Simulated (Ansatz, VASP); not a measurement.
# One calculation of Ca, two programs

```
Ca
1.0
     0.00000    2.78393    2.78393
     2.78393    0.00000    2.78393
     2.78393    2.78393    0.00000
Ca
1
Direct
  0.00000 0.00000 0.00000
```

Alike in both runs: functional r2SCAN; k mesh 12 × 12 × 12; occupations fermi-dirac, width 0.05 eV; no spin polarisation.

Ansatz relaxed the structure, and its values are those at the end. VASP's run is a single point on that final structure, the one shown.

|  | VASP | Ansatz |
| --- | --- | --- |
| version | VASP 6.6.1 | Ansatz 0.2.0 |
| potentials or method | VASP PAW PBE potentials, release 64 (Ca_sv) | PAW with Ansatz's default frozen-core files, scalar-relativistic |
| plane-wave cutoff (eV) | 520 | 500 |
| valence electrons in the cell | 10 | 10 |

|  | VASP | Ansatz | Ansatz less VASP |
| --- | --- | --- | --- |
| pressure (GPa) | 0.0 | 0.0 | -0.05 |

VASP's potentials were made for PBE, not for r2SCAN.
